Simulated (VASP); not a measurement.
A run of VASP 6.6.1:

The input POSCAR:

```
GaN
1.0
    0.0000000000      2.2535010000      2.2535010000
    2.2535010000      0.0000000000      2.2535010000
    2.2535010000      2.2535010000      0.0000000000
Ga N
1 1
Direct
    0.0000000000      0.0000000000      0.0000000000
    0.7500000000      0.7500000000      0.7500000000
```

File INCAR.step1:

```
PREC = Accurate
ENCUT = 520
EDIFF = 1E-5
ISMEAR = -1
SIGMA = 0.1
LREAL = False
LASPH = True
NELM = 120
ALGO = Normal
ISIF = 2
LWAVE = True
LCHARG = False
GGA = PE
NBANDS = 16
GGA_COMPAT = False
```

The input INCAR.step2:

```
PREC = Accurate
ENCUT = 520
EDIFF = 1E-6
ISMEAR = -1
SIGMA = 0.1
LREAL = False
LASPH = True
NELM = 120
ALGO = Normal
ISIF = 2
LWAVE = False
LCHARG = False
GGA = B3
LHFCALC = True
AEXX = 0.2
AGGAX = 0.72
AGGAC = 0.81
ALDAC = 0.19
PRECFOCK = Normal
ISTART = 1
NBANDS = 16
GGA_COMPAT = False
```

The input KPOINTS:

```
Automatic mesh
0
Gamma
  4 4 4
```

Potentials or basis: VASP PAW PBE potentials, release 64 (Ga_d, N).

Command:

```sh
$ cat potpaw_PBE.64/Ga_d/POTCAR potpaw_PBE.64/N/POTCAR > POTCAR
$ cp INCAR.step1 INCAR
$ mpirun -np 1 vasp_std > vasp.out
$ cp INCAR.step2 INCAR
$ mpirun -np 1 vasp_std > vasp.out
```

Hardware: 1 thread of AMD EPYC 7R43 64-Core Processor (Zen 3), with other jobs on the host.

Task: Estimate the wall time of this run.

Result: It took 3.2 min on 1 thread of AMD EPYC 7R43 64-Core Processor (Zen 3), on a shared host, peak memory 0.11 GiB. Counts: k points 8.
